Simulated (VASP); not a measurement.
# Pt3Pb: single point with LDA

The system is Pt3Pb.

```
Pt Pb
1.0
     4.01162    0.00000    0.00000
     0.00000    4.01162    0.00000
     0.00000    0.00000    4.01162
Pt Pb
3 1
Direct
  0.00000 0.50000 0.50000
  0.50000 0.00000 0.50000
  0.50000 0.50000 0.00000
  0.00000 0.00000 0.00000
```

| Quantity | Value |
| --- | --- |
| Program | VASP 6.6.1 |
| Task | single point |
| Functional | LDA |
| Potentials or basis | VASP PAW LDA potentials, release 64 (Pt, Pb_d) |
| Cutoff | 520 eV |
| k mesh | 6 × 6 × 6 |
| Occupations | fermi-dirac, width 0.1 eV |
| Spin | no spin polarisation |
| Dipole correction | no |
| Further INCAR settings | ALGO = Normal; EDIFF = 1e-07; NBANDS = 30 |

```yaml
Pressure: 5.7 GPa
Band_gap_on_the_k_mesh: zero (bands 22 and 23 overlap by 0.46 eV)
```

Levels at points of the mesh, in eV from the Fermi level:
| k point | band 18 | band 19 | band 20 | band 21 | band 22 | band 23 | band 24 | band 25 | band 26 | band 27 |
| --- | --- | --- | --- | --- | --- | --- | --- | --- | --- | --- |
| (0.00, 0.00, 0.00) | -1.22 | -1.22 | -1.22 | -0.50 | 0.04 | 0.04 | 0.04 | 1.73 | 6.34 | 6.34 |
| (0.50, 0.00, 0.00) | -2.59 | -2.59 | -2.49 | -1.22 | 0.04 | 1.15 | 4.11 | 4.11 | 5.63 | 5.63 |
| (0.50, 0.50, 0.00) | -2.85 | -2.36 | -2.22 | -2.01 | -1.65 | 0.85 | 0.85 | 4.85 | 7.16 | 7.57 |
| (0.50, 0.50, 0.50) | -2.55 | -2.07 | -2.07 | -0.91 | -0.41 | -0.41 | -0.41 | 0.01 | 3.65 | 3.65 |

Run time: 30 s on 1 thread of AMD EPYC 7R43 64-Core Processor (Zen 3), on a shared host, peak memory 0.13 GiB.

Caveat: the cell stands under pressure; spin-orbit coupling is left out, which moves the levels of the heavy elements.
